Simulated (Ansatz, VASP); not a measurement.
**SnSe: VASP beside Ansatz**

```
CELL_PARAMETERS angstrom
0.00000 2.98489 2.98489
2.98489 0.00000 2.98489
2.98489 2.98489 0.00000
ATOMIC_POSITIONS crystal
Sn 0.00000 0.00000 0.00000
Se 0.50000 0.50000 0.50000
```

Alike in both runs: task single point; functional HSE06; k mesh 4 × 4 × 4; no spin polarisation.

|  | VASP | Ansatz |
| --- | --- | --- |
| version | VASP 6.6.1 | Ansatz 0.2.0 |
| potentials or method | VASP PAW PBE potentials, release 64 (Sn_d, Se) | plane waves, PAW |
| plane-wave cutoff (eV) | 400 | 420 |
| occupations | gaussian, width 0.01 eV | fixed |
| valence electrons in the cell | 20 | 30 |

```csv
,VASP,Ansatz,Ansatz less VASP
gap on the k mesh at the Fermi level (eV),0.61,0.62,+0.009
pressure (GPa),-0.7,-0.6,+0.10
```

VASP's potentials hold 20 valence electrons a cell and Ansatz's 30, so a difference there can come from the potentials and not from the codes. Ansatz's warnings: stress exchange threshold loose, stress scf threshold loose.

The k mesh is coarse, so the values compare programs but aren't converged.
